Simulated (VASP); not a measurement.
# SiC (P1) in VASP: electric field gradients with PBEsol

Aim: the electric field gradients of SiC with PBEsol.

Program: VASP 6.6.1. These are calculated values, not measurements. Logs are shortened: lines on timing, memory, paths and dates and some standing lists are left out, and cuts for length are marked.

## Step 1: The cell of the first run

The typed cell holds 4 atoms: a = 3.076 Å, b = 3.049 Å, c = 5.049 Å, α = 89.57°, β = 88.85°, γ = 119.13°.

## Step 2: Electric field gradients, PBEsol (equal xy, yz and zx shear strains of +2 %)

File INCAR:

```
PREC = Accurate ; ENCUT = 520
EDIFF = 1E-8 ; ISMEAR = -1
SIGMA = 0.08 ; LREAL = False
LASPH = True ; NELM = 100
ALGO = Normal ; ISIF = 2
LWAVE = False ; LCHARG = False
GGA = PS ; LEFG = True
NBANDS = 16
```

File KPOINTS:

```
regular mesh
0
Gamma
  15 15 8
```

File POSCAR:

```
SiC
1.0
    3.0759982064      0.0307599821      0.0307599821
   -1.5113601773      2.6485125978      0.0112589349
    0.0504800000      0.0504800000      5.0480000000
Si C
2 2
Direct
    0.3333333333      0.6666666667      0.0000000000
    0.6666666667      0.3333333333      0.5000000000
    0.3333333333      0.6666666667      0.3850000000
    0.6666666667      0.3333333333      0.8850000000
```

Potentials or basis: VASP PAW PBE potentials, release 64 (Si, C).

On the command line:

```console
> cat potpaw_PBE.64/Si/POTCAR potpaw_PBE.64/C/POTCAR > POTCAR
> mpirun -np 1 vasp_std > vasp.out
```

OUTCAR:

```text
PREC = Accurate
   ENCUT = 520
   EDIFF = 1E-8
   ISMEAR = -1
   LREAL = False
   LASPH = True
   NELM = 100
   ISIF = 2
   GGA = PS

 ion  position               nearest neighbor table
   1  0.333  0.667  0.000-   4 1.85   4 1.86   4 1.90   3 1.94   2 3.06   2 3.06   2 3.07   2 3.09
                             2 3.12   2 3.13
   2  0.667  0.333  0.500-   3 1.86   3 1.87   3 1.88   4 1.94   1 3.06   1 3.06   1 3.07   1 3.09
                             1 3.12   1 3.13
   3  0.333  0.667  0.385-   2 1.86   2 1.87   2 1.88   1 1.94
   4  0.667  0.333  0.885-   1 1.85   1 1.86   1 1.90   2 1.94

  LATTYP: Found a triclinic cell.
 ALAT       =     3.1029597659
 B/A-ratio  =     0.9827452114
 C/A-ratio  =     1.6269965309
 COS(alpha) =     0.0074204947
 COS(beta)  =     0.0272158149
 COS(gamma) =     0.5000757388

  Lattice vectors:

 A1 = (   1.5646380291,   2.6792725799,   0.0420189170)
 A2 = (  -1.5113601773,   2.6485125978,   0.0112589349)
 A3 = (   0.0504800000,   0.0504800000,   5.0480000000)

Analysis of symmetry for initial positions (statically):
=====================================================================
 Subroutine PRICEL returns:
 Original cell was already a primitive cell.

 Routine SETGRP: Setting up the symmetry group for a
 triclinic supercell.

 Subroutine GETGRP returns: Found  1 space group operations
 (whereof  1 operations were pure point group operations)
 out of a pool of  2 trial point group operations.

The static configuration has the point symmetry C_1 .

Analysis of symmetry for dynamics (positions and initial velocities):
=====================================================================
 Subroutine PRICEL returns:
 Original cell was already a primitive cell.

 Routine SETGRP: Setting up the symmetry group for a
 triclinic supercell.

 Subroutine GETGRP returns: Found  1 space group operations
 (whereof  1 operations were pure point group operations)
 out of a pool of  2 trial point group operations.

The dynamic configuration has the point symmetry C_1 .

 Subroutine INISYM returns: Found  1 space group operations
 (whereof  1 operations are pure point group operations),
 and found     1 'primitive' translations

----------------------------------------------------------------------------------------

                                     Primitive cell

  volume of cell :      41.3516

  direct lattice vectors                    reciprocal lattice vectors
     3.075998206  0.030759982  0.030759982     0.323303370  0.184513003 -0.005078164
    -1.511360177  2.648512598  0.011258935    -0.003717474  0.375464860 -0.003717474
     0.050480000  0.050480000  5.048000000    -0.001961757 -0.001961757  0.198137492

  length of vectors
     3.076305791  3.049418851  5.048504775     0.372284710  0.375501665  0.198156914

  position of ions in fractional coordinates (direct lattice)
     0.333333333  0.666666667  0.000000000
     0.666666667  0.333333333  0.500000000
     0.333333333  0.666666667  0.385000000
     0.666666667  0.333333333  0.885000000

  ion indices of the primitive-cell ions
   primitive index   ion index
                 1           1
                 2           2
                 3           3
                 4           4

----------------------------------------------------------------------------------------

 KPOINTS: regular mesh

Automatic generation of k-mesh.
 Grid dimensions read from file:
 generate k-points for:   15   15    8

 Generating k-lattice:

  Cartesian coordinates                     Fractional coordinates (reciprocal lattice)
[... 43 lines left out ...]
   number of dos      NEDOS =    301   number of ions     NIONS =      4
   total plane-waves  NPLWV =  23040
   dimension x,y,z NGX =    24 NGY =   24 NGZ =   40
   dimension x,y,z NGXF=    48 NGYF=   48 NGZF=   80
   ions per type =               2   2
   NGX,Y,Z   is equivalent  to a cutoff of  12.97, 13.08, 13.17 a.u.
   NGXF,Y,Z  is equivalent  to a cutoff of  25.94, 26.17, 26.34 a.u.
 SYSTEM =  unknown system
   PREC   = accura    normal or accurate (medium, high low for compatibility)
   ISTART =      0    job   : 0-new  1-cont  2-samecut
   ICHARG =      2    charge: 1-file 2-atom 10-const
   ISPIN  =      1    spin polarized calculation?
   LNONCOLLINEAR =      F non collinear calculations
   LSORBIT =      F    spin-orbit coupling
   LASPH  =      T    aspherical Exc in radial PAW
   ENCUT  =  520.0 eV  38.22 Ry    6.18 a.u.   5.72  5.67  9.39*2*pi/ulx,y,z
   NELM   =    100;   NELMIN=  2; NELMDL= -5     # of ELM steps
   EDIFF  = 0.1E-07   stopping-criterion for ELM
   LREAL  =      F    real-space projection
   EDIFFG = 0.1E-06   stopping-criterion for IOM
   NSW    =      0    number of steps for IOM
   IBRION =     -1    ionic relax: 0-MD 1-quasi-New 2-CG
   NFREE  =      0    steps in history (QN), initial steepest desc. (CG)
   ISIF   =      2    stress and relaxation
   ISYM   =      2    0-nonsym 1-usesym 2-fastsym
   POTIM  = 0.5000    time-step for ionic-motion
   TEBEG  =    0.0;   TEEND  =   0.0 temperature during run
   PSTRESS=    0.0 pullay stress
   NELECT =      16.0000    total number of electrons
   NUPDOWN=      -1.0000    fix difference up-down
   EMIN   =  10.00;   EMAX   =-10.00  energy-range for DOS
   EFERMI =   0.00;   METHOD = LEGACY
   ISMEAR =    -1;   SIGMA  =   0.08  broadening in eV -4-tet -1-fermi 0-gaus
   EFERMI_NEDOS =   21; number of points for ismear=-14 and -15
   IALGO  =     38    algorithm
   IMIX   =      4    mixing-type and parameters
     AMIX     =   0.40;   BMIX     =  1.00
     AMIX_MAG =   1.60;   BMIX_MAG =  1.00
  volume/ion in A,a.u.               =      10.34        69.76
  Fermi-wavevector in a.u.,A,eV,Ry     =   1.192936  2.254323 19.362411  1.423097
  Thomas-Fermi vector in A             =   2.328963
   LORBIT       =      0    0 simple, 1 ext, 2 COOP (PROOUT), +10 PAW based schemes
   GGA     = PS    functional components
   LHFCALC =     F    Hartree Fock is set to
   AEXX    =    0.0000 exact exchange contribution
   IVDW    =     0    specifies the selected vdW correction
   LEPSILON=     F    determine dielectric tensor
   LRPA    =     F    only Hartree local field effects (RPA)
 non-spin polarized calculation
  energy-cutoff  :      520.00
  volume of cell :       41.35
 maximum number of plane-waves:      1129
   NGX = 11   NGY = 11   NGZ = 19

 number of electron      16.0000000 magnetization

 Free energy of the ion-electron system (eV)
  ---------------------------------------------------
  ext. energy  EPLUGINS =         0.00000000
  ---------------------------------------------------
  free energy    TOTEN  =       -31.75642695 eV

  energy without entropy =      -31.75642693  energy(sigma->0) =      -31.75642694

 E-fermi :   9.4741     XC(G=0): -11.4993

 val. band max:        8.3867304369   @ k =   0.0000   0.0000   0.0000
 cond. band min:      10.5265392046   @ k =   0.3333   0.3333   0.0000
 fundamental gap:      2.1398087676
 Fermi energy:         9.4740587547

 k-point     1 :       0.0000    0.0000    0.0000
  band No.  band energies     occupation
      1      -7.3861      2.00000
      2      -3.8433      2.00000
      3      -0.3995      2.00000
      4       6.7317      2.00000
      5       6.8668      2.00000
      6       8.0011      2.00000
[... 433 lines left out ...]
      3      -0.1113      2.00000
      4       5.2709      2.00000
      5       6.3108      2.00000
      6       7.0197      2.00000
[... 8 lines left out ...]
     15      17.7061      0.00000
     16      17.9615      0.00000

 [... further k-points ...]

------------------------ aborting loop because EDIFF is reached ----------------------------------------

  FORCE on cell =-STRESS in cart. coord.  units (eV):
  Direction    XX          YY          ZZ          XY          YZ          ZX
  --------------------------------------------------------------------------------------
  -------------------------------------------------------------------------------------
  Total        0.6264833      0.6321473     -0.6706625     -1.2610761     -0.8607437     -0.8617263
  in kB       24.2732214     24.4926716    -25.9849502    -48.8606454    -33.3496840    -33.3877582
  external PRESSURE =       7.5936476 kB  Pullay stress =       0.0000000 kB

 VOLUME and BASIS-vectors are now :
 -----------------------------------------------------------------------------
  energy-cutoff  :      520.00
  volume of cell :       41.35
      direct lattice vectors                 reciprocal lattice vectors
     3.075998206  0.030759982  0.030759982     0.323303370  0.184513003 -0.005078164
    -1.511360177  2.648512598  0.011258935    -0.003717474  0.375464860 -0.003717474
     0.050480000  0.050480000  5.048000000    -0.001961757 -0.001961757  0.198137492

 POSITION                                       TOTAL-FORCE (eV/Angst)
 -----------------------------------------------------------------------------------
      0.01776      1.77593      0.01776        -0.292982     -0.105507      0.767309
      1.57212      0.92858      2.54826         0.063761     -0.122189      0.751469
      0.03719      1.79536      1.96124        -0.094622      0.122122     -0.749879
      1.59155      0.94802      4.49174         0.323843      0.105574     -0.768899
 -----------------------------------------------------------------------------------
    total drift:                                0.000045      0.000201      0.000039

  FREE ENERGIE OF THE ION-ELECTRON SYSTEM (eV)
  ---------------------------------------------------
  free  energy   TOTEN  =       -31.7564269547 eV

  energy  without entropy=      -31.7564269340  energy(sigma->0) =      -31.75642694

 Electric field gradients (V/A^2)
---------------------------------------------------------------------
 ion       V_xx      V_yy      V_zz      V_xy      V_xz      V_yz
---------------------------------------------------------------------
   1      -5.796   -11.538    17.334     5.732     3.061    -0.015
   2     -11.511    -5.644    17.155    -0.072    -3.017     0.057
   3      -1.767    -1.165     2.932     1.727     1.135     1.436
   4      -1.129    -1.835     2.964     2.380     1.714     1.413
---------------------------------------------------------------------

 Electric field gradients after diagonalization (V/A^2)
 (convention: |V_zz| > |V_xx| > |V_yy|)
----------------------------------------------------------------------
 ion       V_xx      V_yy      V_zz     asymmetry (V_yy - V_xx)/ V_zz
----------------------------------------------------------------------
   1     -15.160    -2.591    17.751       0.708
   2     -11.826    -5.643    17.469       0.354
   3      -3.220    -0.647     3.867       0.665
   4      -3.888    -0.500     4.388       0.772
----------------------------------------------------------------------

           NMR quadrupolar parameters

 Cq : quadrupolar parameter    Cq=e*Q*V_zz/h
 eta: asymmetry parameters     (V_yy - V_xx)/ V_zz
 Q  : nuclear electric quadrupole moment in mb (millibarn)
----------------------------------------------------------------------
 ion       Cq(MHz)       eta       Q (mb)
----------------------------------------------------------------------
   1       0.043       0.708       1.000
   2       0.042       0.354       1.000
   3       0.009       0.665       1.000
   4       0.011       0.772       1.000
----------------------------------------------------------------------
```

It took 7 min on 1 thread of Intel Xeon Platinum 8259CL at 2.50GHz (Skylake/Cascade Lake), shared host; peak memory 0.55 GiB.

What came out:

```
Free energy                             : -31.7564 eV
Pressure                                : 0.8 GPa
Largest force                           : 0.841 eV/Å
Band gap on the k mesh                  : 2.14 eV (least direct gap 3.88 eV)
Largest electric field gradient by atom : Si +17.8, +17.5; C +3.9, +4.4 V/Å²
```

Forces in eV/Å, atoms in the order of the input:
```
Si  -0.293 -0.106  0.767
Si   0.064 -0.122  0.751
C   -0.095  0.122 -0.750
C    0.324  0.106 -0.769
```

Stress tensor (GPa, compression positive):
```
 2.43 -4.89 -3.34
-4.89  2.45 -3.33
-3.34 -3.33 -2.60
```

Levels at points of the mesh, in eV from the valence-band top:
| k point | band 4 | band 5 | band 6 | band 7 | band 8 | band 9 | band 10 | band 11 | band 12 | band 13 |
| --- | --- | --- | --- | --- | --- | --- | --- | --- | --- | --- |
| (0.00, 0.00, 0.00) | -1.65 | -1.52 | -0.39 | -0.23 | 0.00 | 4.51 | 5.89 | 6.30 | 6.58 | 7.42 |
| (0.00, 0.00, 0.50) | -4.50 | -1.13 | -1.05 | -0.94 | -0.85 | 5.54 | 5.60 | 6.85 | 6.96 | 7.22 |

Electric field gradients, principal values (V/Å²):
```
atom   least   middle  greatest (by size)
1 Si  -2.591  -15.160              17.751
2 Si  -5.643  -11.826              17.469
 3 C  -0.647   -3.220               3.867
 4 C  -0.500   -3.888               4.388
```

Caveat: the cell differs from its parent crystal (equal xy, yz and zx shear strains of +2 %); the stress differs along the axes, from -3 to 2 GPa; without QUAD_EFG the Cq values of the log hold for a quadrupole moment of 1 mb, not for the nuclei; the PAW data sets were made with another functional, which shifts forces and pressure a little.
